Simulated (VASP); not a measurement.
# CaC3 (I4/mmm) in VASP: a series of runs

CaC3 is run at these levels: PBE; tasks: single point, relaxation of cell and atoms.

Program: VASP 6.6.1. These are calculated values, not measurements. Logs are shortened: lines on timing, memory, paths and dates and some standing lists are left out, and cuts for length are marked.

## 1. The cell of the first run

Symmetry: I4/mmm, No. 139, tetragonal system. The conventional cell has a = 3.501 Å, b = 3.501 Å, c = 7.181 Å, α = 90.00°, β = 90.00°, γ = 90.00°. Within 3.3 Å of Ca (site symmetry 4/mmm) lie 12 C at 2.48 to 2.51 Å. C (site symmetry 4/mmm) has 4 Ca at 2.48 Å and 8 C at 2.51 Å within 3.3 Å. C (site symmetry -4m2) has 8 C at 2.48 to 2.51 Å and 4 Ca at 2.51 Å within 3.3 Å.

## 2. Single point, PBE

Contents of INCAR:

```
PREC = Accurate
ENCUT = 520
EDIFF = 1E-6
ISMEAR = 0
SIGMA = 0.1
LREAL = False
LASPH = True
NELM = 80
ALGO = Normal
ISIF = 2
LWAVE = False
LCHARG = False
GGA = PE
NBANDS = 19
```

Contents of KPOINTS:

```
Automatic mesh
0
Gamma
  6 6 6
```

Contents of POSCAR:

```
CaC3
1.0
   -1.7505947959      1.7505947959      3.5904853004
    1.7505947959     -1.7505947959      3.5904853004
    1.7505947959      1.7505947959     -3.5904853004
Ca C
1 3
Direct
    0.0000000000      0.0000000000      0.0000000000
    0.5000000000      0.5000000000      0.0000000000
    0.2500000000      0.7500000000      0.5000000000
    0.7500000000      0.2500000000      0.5000000000
```

Potentials or basis: VASP PAW PBE potentials, release 64 (Ca_sv, C).

Started as:

```
> cat potpaw_PBE.64/Ca_sv/POTCAR potpaw_PBE.64/C/POTCAR > POTCAR
> mpirun -np 1 vasp_std > vasp.out
```

OUTCAR:

```text
PREC = Accurate
   ENCUT = 520
   EDIFF = 1E-6
   ISMEAR = 0
   LREAL = False
   LASPH = True
   NELM = 80
   ISIF = 2
   GGA = PE

 ion  position               nearest neighbor table
   1  0.000  0.000  0.000-   2 2.48   2 2.48   2 2.48   2 2.48   4 2.51   3 2.51   4 2.51   3 2.51
                             4 2.51   4 2.51   3 2.51   3 2.51
   2  0.500  0.500  0.000-   1 2.48   1 2.48   1 2.48   1 2.48
   3  0.250  0.750  0.500-   1 2.51   1 2.51   1 2.51   1 2.51
   4  0.750  0.250  0.500-   1 2.51   1 2.51   1 2.51   1 2.51

  LATTYP: Found a body centered tetragonal cell.
 ALAT       =     3.5011895918
 C/A-ratio  =     2.0510087822

  Lattice vectors:

 A1 = (  -1.7505947959,   1.7505947959,   3.5904853004)
 A2 = (   1.7505947959,  -1.7505947959,   3.5904853004)
 A3 = (   1.7505947959,   1.7505947959,  -3.5904853004)

Analysis of symmetry for initial positions (statically):
=====================================================================
 Subroutine PRICEL returns:
 Original cell was already a primitive cell.

 Routine SETGRP: Setting up the symmetry group for a
 body centered tetragonal supercell.

 Subroutine GETGRP returns: Found 16 space group operations
 (whereof 16 operations were pure point group operations)
 out of a pool of 16 trial point group operations.

The static configuration has the point symmetry D_4h.

Analysis of symmetry for dynamics (positions and initial velocities):
=====================================================================
 Subroutine PRICEL returns:
 Original cell was already a primitive cell.

 Routine SETGRP: Setting up the symmetry group for a
 body centered tetragonal supercell.

 Subroutine GETGRP returns: Found 16 space group operations
 (whereof 16 operations were pure point group operations)
 out of a pool of 16 trial point group operations.

The dynamic configuration has the point symmetry D_4h.

 Subroutine INISYM returns: Found 16 space group operations
 (whereof 16 operations are pure point group operations),
 and found     1 'primitive' translations

----------------------------------------------------------------------------------------

                                     Primitive cell

  volume of cell :      44.0133

  direct lattice vectors                    reciprocal lattice vectors
[... 88 lines left out ...]
   LASPH  =      T    aspherical Exc in radial PAW
   ENCUT  =  520.0 eV  38.22 Ry    6.18 a.u.   8.11  8.11  8.11*2*pi/ulx,y,z
   NELM   =     80;   NELMIN=  2; NELMDL= -5     # of ELM steps
   EDIFF  = 0.1E-05   stopping-criterion for ELM
   LREAL  =      F    real-space projection
   EDIFFG = 0.1E-04   stopping-criterion for IOM
   NSW    =      0    number of steps for IOM
   IBRION =     -1    ionic relax: 0-MD 1-quasi-New 2-CG
   NFREE  =      0    steps in history (QN), initial steepest desc. (CG)
   ISIF   =      2    stress and relaxation
   ISYM   =      2    0-nonsym 1-usesym 2-fastsym
   POTIM  = 0.5000    time-step for ionic-motion
   TEBEG  =    0.0;   TEEND  =   0.0 temperature during run
   PSTRESS=    0.0 pullay stress
   NELECT =      22.0000    total number of electrons
   NUPDOWN=      -1.0000    fix difference up-down
   EMIN   =  10.00;   EMAX   =-10.00  energy-range for DOS
   EFERMI =   0.00;   METHOD = LEGACY
   ISMEAR =     0;   SIGMA  =   0.10  broadening in eV -4-tet -1-fermi 0-gaus
   EFERMI_NEDOS =   21; number of points for ismear=-14 and -15
   IALGO  =     38    algorithm
   IMIX   =      4    mixing-type and parameters
     AMIX     =   0.40;   BMIX     =  1.00
     AMIX_MAG =   1.60;   BMIX_MAG =  1.00
  volume/ion in A,a.u.               =      11.00        74.25
  Fermi-wavevector in a.u.,A,eV,Ry     =   1.299235  2.455197 22.966779  1.688011
  Thomas-Fermi vector in A             =   2.430512
   LORBIT       =      0    0 simple, 1 ext, 2 COOP (PROOUT), +10 PAW based schemes
   GGA     = PE    functional components
   LHFCALC =     F    Hartree Fock is set to
   AEXX    =    0.0000 exact exchange contribution
   IVDW    =     0    specifies the selected vdW correction
   LEPSILON=     F    determine dielectric tensor
   LRPA    =     F    only Hartree local field effects (RPA)
 non-spin polarized calculation
 Gauss-broadening in eV      SIGMA  =   0.10
  energy-cutoff  :      520.00
  volume of cell :       44.01
 maximum number of plane-waves:      1218
   NGX = 17   NGY = 17   NGZ = 17

 number of electron      21.9999998 magnetization

 Free energy of the ion-electron system (eV)
  ---------------------------------------------------
  ext. energy  EPLUGINS =         0.00000000
  ---------------------------------------------------
  free energy    TOTEN  =       -18.50094322 eV

  energy without entropy =      -18.49690600  energy(sigma->0) =      -18.49892461

 E-fermi :   4.5160     XC(G=0): -11.4334

 val. band max:        4.4928291212   @ k =  -0.1667   0.1667   0.1667
 cond. band min:       4.5581641850   @ k =   0.5000   0.5000   0.3333
 fundamental gap:      0.0653350638
 Fermi energy:         4.5159846280

 k-point     1 :       0.0000    0.0000    0.0000
  band No.  band energies     occupation
      1     -33.6200      2.00000
      2     -14.8507      2.00000
      3     -14.6859      2.00000
      4     -14.6859      2.00000
      5      -8.5676      2.00000
      6      -2.1809      2.00000
[... 505 lines left out ...]
      6      -3.7382      2.00000
[... 11 lines left out ...]
     18      11.9243      0.00000
     19      12.0690      0.00000

 [... further k-points ...]

------------------------ aborting loop because EDIFF is reached ----------------------------------------

  FORCE on cell =-STRESS in cart. coord.  units (eV):
  Direction    XX          YY          ZZ          XY          YZ          ZX
  --------------------------------------------------------------------------------------
  -------------------------------------------------------------------------------------
  Total        0.0992680      0.0992680      0.1066927      0.0000000      0.0000000      0.0000000
  in kB        3.6135618      3.6135618      3.8838347      0.0000000      0.0000000      0.0000000
  external PRESSURE =       3.7036528 kB  Pullay stress =       0.0000000 kB

 VOLUME and BASIS-vectors are now :
 -----------------------------------------------------------------------------
  energy-cutoff  :      520.00
  volume of cell :       44.01
      direct lattice vectors                 reciprocal lattice vectors
    -1.750594796  1.750594796  3.590485300     0.000000000  0.285617209  0.139256941
     1.750594796 -1.750594796  3.590485300     0.285617209  0.000000000  0.139256941
     1.750594796  1.750594796 -3.590485300     0.285617209  0.285617209  0.000000000

 POSITION                                       TOTAL-FORCE (eV/Angst)
 -----------------------------------------------------------------------------------
      0.00000      0.00000      0.00000        -0.000000     -0.000000     -0.000000
      0.00000      0.00000      3.59049        -0.000000     -0.000000     -0.000000
      1.75059     -0.00000      1.79524        -0.000000      0.000000     -0.000000
     -0.00000      1.75059      1.79524         0.000000     -0.000000      0.000000
 -----------------------------------------------------------------------------------
    total drift:                                0.000000     -0.000000     -0.000000

  FREE ENERGIE OF THE ION-ELECTRON SYSTEM (eV)
  ---------------------------------------------------
  free  energy   TOTEN  =       -18.5009432225 eV

  energy  without entropy=      -18.4969060046  energy(sigma->0) =      -18.49892461
```

OSZICAR:

```text
N       E                     dE             d eps       ncg     rms          rms(c)
DAV:   1     0.128014244382E+03    0.12801E+03   -0.11176E+04  1140   0.114E+03
DAV:   2    -0.115961580056E+02   -0.13961E+03   -0.13562E+03  1283   0.273E+02
DAV:   3    -0.184531785488E+02   -0.68570E+01   -0.67548E+01  1663   0.533E+01
DAV:   4    -0.186685511209E+02   -0.21537E+00   -0.21525E+00  1573   0.861E+00
DAV:   5    -0.186726595367E+02   -0.41084E-02   -0.41066E-02  1575   0.111E+00    0.376E+00
DAV:   6    -0.185324262846E+02    0.14023E+00   -0.18303E-01  1481   0.328E+00    0.225E+00
DAV:   7    -0.185024157078E+02    0.30011E-01   -0.91828E-02  1452   0.217E+00    0.577E-01
DAV:   8    -0.185014785978E+02    0.93711E-03   -0.16062E-02  1463   0.958E-01    0.178E-01
DAV:   9    -0.185009075388E+02    0.57106E-03   -0.44240E-03  1769   0.285E-01    0.393E-02
DAV:  10    -0.185009352546E+02   -0.27716E-04   -0.21344E-04  1333   0.111E-01    0.177E-02
DAV:  11    -0.185009422292E+02   -0.69745E-05   -0.22842E-05  1904   0.284E-02    0.739E-03
DAV:  12    -0.185009432594E+02   -0.10302E-05   -0.23328E-06   971   0.966E-03    0.110E-03
DAV:  13    -0.185009432225E+02    0.36956E-07   -0.12210E-07   798   0.292E-03
   1 F= -.18500943E+02 E0= -.18498925E+02  d E =-.403722E-02
```

It took 41 s on 1 thread of Intel Xeon 8259CL, shared host; peak memory 0.18 GiB.

What came out:

```yaml
Free_energy: -18.5009 eV
Pressure: 0.4 GPa
Band_gap_on_the_k_mesh: zero (bands 11 and 12 overlap by 2.03 eV)
```

## 3. Single point, PBE

This run uses another cell than the first one, of 12.78 Å³/atom.

Contents of INCAR:

```
SYSTEM = CaC3
PREC = Accurate
ENCUT = 520
EDIFF = 1E-6
ISMEAR = 0
SIGMA = 0.1
LREAL = .False.
LASPH = .True.
NELM = 80
ALGO = Normal
ISIF = 2
LWAVE = .False.
LCHARG = .False.
GGA = PE
NBANDS = 19
```

Contents of KPOINTS:

```
Automatic mesh
0
Gamma
  8 8 8
  0 0 0
```

Contents of POSCAR:

```
CaC3
1.0
   -1.7887596191      1.7887596191      3.9956708376
    1.7887596191     -1.7887596191      3.9956708376
    1.7887596191      1.7887596191     -3.9956708376
Ca C
1 3
Direct
    0.0000000000      0.0000000000      0.0000000000
    0.5000000000      0.5000000000      0.0000000000
    0.2500000000      0.7500000000      0.5000000000
    0.7500000000      0.2500000000      0.5000000000
```

Potentials or basis: VASP PAW PBE potentials, release 64 (Ca_sv, C).

Started as:

```
> cat potpaw_PBE.64/Ca_sv/POTCAR potpaw_PBE.64/C/POTCAR > POTCAR
> mpirun -np 1 vasp_std > vasp.out
```

OUTCAR:

```text
SYSTEM = CaC3
   PREC = Accurate
   ENCUT = 520
   EDIFF = 1E-6
   ISMEAR = 0
   LREAL = .False.
   LASPH = .True.
   NELM = 80
   ISIF = 2
   GGA = PE

 ion  position               nearest neighbor table
   1  0.000  0.000  0.000-   2 2.53   2 2.53   2 2.53   2 2.53
   2  0.500  0.500  0.000-   1 2.53   1 2.53   1 2.53   1 2.53
   3  0.250  0.750  0.500-
   4  0.750  0.250  0.500-

  LATTYP: Found a body centered tetragonal cell.
 ALAT       =     3.5775192382
 C/A-ratio  =     2.2337662338

  Lattice vectors:

 A1 = (  -1.7887596191,   1.7887596191,   3.9956708376)
 A2 = (   1.7887596191,  -1.7887596191,   3.9956708376)
 A3 = (   1.7887596191,   1.7887596191,  -3.9956708376)

Analysis of symmetry for initial positions (statically):
=====================================================================
 Subroutine PRICEL returns:
 Original cell was already a primitive cell.

 Routine SETGRP: Setting up the symmetry group for a
 body centered tetragonal supercell.

 Subroutine GETGRP returns: Found 16 space group operations
 (whereof 16 operations were pure point group operations)
 out of a pool of 16 trial point group operations.

The static configuration has the point symmetry D_4h.

Analysis of symmetry for dynamics (positions and initial velocities):
=====================================================================
 Subroutine PRICEL returns:
 Original cell was already a primitive cell.

 Routine SETGRP: Setting up the symmetry group for a
 body centered tetragonal supercell.

 Subroutine GETGRP returns: Found 16 space group operations
 (whereof 16 operations were pure point group operations)
 out of a pool of 16 trial point group operations.

The dynamic configuration has the point symmetry D_4h.
[... 117 lines left out ...]
   EFERMI =   0.00;   METHOD = LEGACY
   ISMEAR =     0;   SIGMA  =   0.10  broadening in eV -4-tet -1-fermi 0-gaus
   EFERMI_NEDOS =   21; number of points for ismear=-14 and -15
   IALGO  =     38    algorithm
   IMIX   =      4    mixing-type and parameters
     AMIX     =   0.40;   BMIX     =  1.00
     AMIX_MAG =   1.60;   BMIX_MAG =  1.00
  volume/ion in A,a.u.               =      12.78        86.28
  Fermi-wavevector in a.u.,A,eV,Ry     =   1.235846  2.335411 20.780401  1.527316
  Thomas-Fermi vector in A             =   2.370479
   LORBIT       =      0    0 simple, 1 ext, 2 COOP (PROOUT), +10 PAW based schemes
   GGA     = PE    functional components
   LHFCALC =     F    Hartree Fock is set to
   AEXX    =    0.0000 exact exchange contribution
   IVDW    =     0    specifies the selected vdW correction
   LEPSILON=     F    determine dielectric tensor
   LRPA    =     F    only Hartree local field effects (RPA)
 non-spin polarized calculation
 Gauss-broadening in eV      SIGMA  =   0.10
  energy-cutoff  :      520.00
  volume of cell :       51.14
 maximum number of plane-waves:      1392
   NGX = 17   NGY = 17   NGZ = 17

 number of electron      22.0000000 magnetization

 Free energy of the ion-electron system (eV)
  ---------------------------------------------------
  ext. energy  EPLUGINS =         0.00000000
  ---------------------------------------------------
  free energy    TOTEN  =       -18.13651560 eV

  energy without entropy =      -18.12606967  energy(sigma->0) =      -18.13129264

 E-fermi :   3.3813     XC(G=0): -10.7248

 val. band max:        3.3591268243   @ k =  -0.3750   0.3750   0.2500
 cond. band min:       3.4008594718   @ k =  -0.3750   0.2500  -0.0000
 fundamental gap:      0.0417326475
 Fermi energy:         3.3813230542

 k-point     1 :       0.0000    0.0000    0.0000
  band No.  band energies     occupation
      1     -35.2680      2.00000
      2     -16.4154      2.00000
      3     -16.2912      2.00000
      4     -16.2912      2.00000
      5      -8.8744      2.00000
      6      -4.0639      2.00000
[... 505 lines left out ...]
      6      -5.6964      2.00000
[... 11 lines left out ...]
     18      11.0144      0.00000
     19      11.2007      0.00000

 [... further k-points ...]

------------------------ aborting loop because EDIFF is reached ----------------------------------------

  FORCE on cell =-STRESS in cart. coord.  units (eV):
  Direction    XX          YY          ZZ          XY          YZ          ZX
  --------------------------------------------------------------------------------------
  -------------------------------------------------------------------------------------
  Total       -2.6149035     -2.6149035     -4.9154502      0.0000000      0.0000000     -0.0000000
  in kB      -81.9242712    -81.9242712   -153.9998220      0.0000000      0.0000000     -0.0000000
  external PRESSURE =    -105.9494548 kB  Pullay stress =       0.0000000 kB

 VOLUME and BASIS-vectors are now :
 -----------------------------------------------------------------------------
  energy-cutoff  :      520.00
  volume of cell :       51.14
      direct lattice vectors                 reciprocal lattice vectors
    -1.788759619  1.788759619  3.995670838     0.000000000  0.279523305  0.125135433
     1.788759619 -1.788759619  3.995670838     0.279523305  0.000000000  0.125135433
     1.788759619  1.788759619 -3.995670838     0.279523305  0.279523305  0.000000000

 POSITION                                       TOTAL-FORCE (eV/Angst)
 -----------------------------------------------------------------------------------
      0.00000      0.00000      0.00000         0.000000      0.000000     -0.000000
      0.00000      0.00000      3.99567         0.000000      0.000000     -0.000000
      1.78876      0.00000      1.99784         0.000000     -0.000000      0.000000
      0.00000      1.78876      1.99784        -0.000000      0.000000     -0.000000
 -----------------------------------------------------------------------------------
    total drift:                               -0.000000      0.000000      0.000000

  FREE ENERGIE OF THE ION-ELECTRON SYSTEM (eV)
  ---------------------------------------------------
  free  energy   TOTEN  =       -18.1365156015 eV

  energy  without entropy=      -18.1260696728  energy(sigma->0) =      -18.13129264
```

It took 2 min on 1 thread of Intel Xeon 8259CL, shared host; peak memory 0.23 GiB.

What came out:

```
Free energy            : -18.1365 eV
Pressure               : -10.6 GPa
Band gap on the k mesh : zero (bands 11 and 12 overlap by 2.08 eV)
```

Caveat: the cell stands under tension.

## 4. Relaxation of cell and atoms, PBE

This run uses another cell than the first one, of 12.78 Å³/atom.

Contents of INCAR:

```
PREC = Accurate ; ENCUT = 600
EDIFF = 1E-6 ; ISMEAR = 0
SIGMA = 0.1 ; LREAL = False
LASPH = True ; NELM = 80
ALGO = Normal ; ISIF = 3
LWAVE = False ; LCHARG = False
GGA = PE ; IBRION = 2
NSW = 90 ; EDIFFG = -0.04
```

Contents of KPOINTS:

```
regular mesh
0
Gamma
  6 6 6
```

POSCAR is that of step 3.

Started as:

```
> cat potpaw_PBE.64/Ca_sv/POTCAR potpaw_PBE.64/C/POTCAR > POTCAR
> mpirun -np 1 vasp_std > vasp.out
```

Wall time 7.8 min (1 thread of Intel Xeon 8259CL, shared host); peak memory 0.26 GiB.

The run converged. Its results:

```
Free energy                           : -18.5074 eV
Relaxed volume                        : 11.05 Å³/atom
Relaxed cell                          : a = 4.369 Å, b = 4.369 Å, c = 4.369 Å, α = 132.70°, β = 132.70°, γ = 69.13°
Space group after relaxing (to 0.1 Å) : I4/mmm (No. 139)
Energy gained by relaxing             : 87.3 meV/atom
Ionic steps                           : 8
Pressure after relaxing               : -0.2 GPa
Band gap on the k mesh                : zero (bands 11 and 12 overlap by 2.02 eV)
```

Stress tensor (GPa, compression positive):
```
-0.15  0.00  0.00
 0.00 -0.15  0.00
 0.00  0.00 -0.26
```

The path:
```csv
step,energy change (eV),largest force (eV/Å),pressure (GPa),volume (Å³)
1,0.0000,0.0000,-10.89,51.14
2,-0.3090,0.0000,-1.73,44.96
3,-0.3212,0.0000,0.82,43.77
4,-0.3213,0.0000,1.15,43.63
5,-0.3428,0.0000,0.84,43.75
6,-0.3485,0.0000,0.70,43.85
7,-0.3488,0.0000,0.72,43.84
8,-0.3494,0.0000,-0.18,44.22
```

Final structure:
```
CELL_PARAMETERS angstrom
-1.75281 1.75281 3.59802
1.75281 -1.75281 3.59802
1.75281 1.75281 -3.59802
ATOMIC_POSITIONS crystal
Ca 0.00000 0.00000 0.00000
C 0.50000 0.50000 0.00000
C 0.25000 0.75000 0.50000
C 0.75000 0.25000 0.50000
```

Levels at points of the mesh, in eV from the Fermi level:
| k point | band 7 | band 8 | band 9 | band 10 | band 11 | band 12 | band 13 | band 14 | band 15 |
| --- | --- | --- | --- | --- | --- | --- | --- | --- | --- |
| (0.00, 0.00, 0.00) | -5.78 | -3.06 | -2.47 | -2.47 | -1.12 | -0.08 | -0.08 | 3.53 | 4.07 |
| (0.50, 0.00, 0.00) | -6.95 | -3.92 | -2.16 | -0.14 | 0.37 | 0.39 | 1.14 | 1.18 | 1.42 |
| (0.50, 0.50, 0.00) | -8.57 | -4.45 | -2.84 | -2.80 | -0.99 | 0.68 | 2.43 | 3.98 | 4.22 |
| (0.50, 0.50, 0.50) | -6.43 | -2.63 | -2.63 | 0.31 | 1.56 | 1.92 | 1.92 | 2.07 | 3.11 |

(Part 1 of 2 ends here.)
